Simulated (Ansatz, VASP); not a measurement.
## KCl2 in VASP and in Ansatz

```
Cl K
1.0
     2.00796    3.47789    0.00000
    -2.00796    3.47789    0.00000
     0.00000    0.00000   12.65848
Cl K
4 2
Direct
  0.33333 0.33333 0.03058
  0.66667 0.66667 0.53058
  0.00000 0.00000 0.21954
  0.00000 0.00000 0.71954
  0.33333 0.33333 0.37488
  0.66667 0.66667 0.87488
```

Alike in both runs: functional PBE; k mesh 7 × 7 × 2; no spin polarisation.

Ansatz relaxed the structure, and its values are those at the end. VASP's run is a single point on that final structure, the one shown.

|  | VASP | Ansatz |
| --- | --- | --- |
| version | VASP 6.6.1 | Ansatz 0.2.0 |
| potentials or method | VASP PAW PBE potentials, release 64 (Cl, K_sv), cutoff 520 eV | PAW plane waves |
| occupations | methfessel-paxton of order 1, width 0.0213 eV | cold, width 0.0213 eV |
| valence electrons in the cell | 46 | 46 |

VASP gave:

* pressure (GPa): 1.9
* rms of the force components (eV/Å): 0.004

Q: Estimate Ansatz's values.

A: Pressure (GPa): 1.8; rms of the force components (eV/Å): 0.002.

Ansatz's warnings: stress scf threshold loose, structure snapped to symmetry.
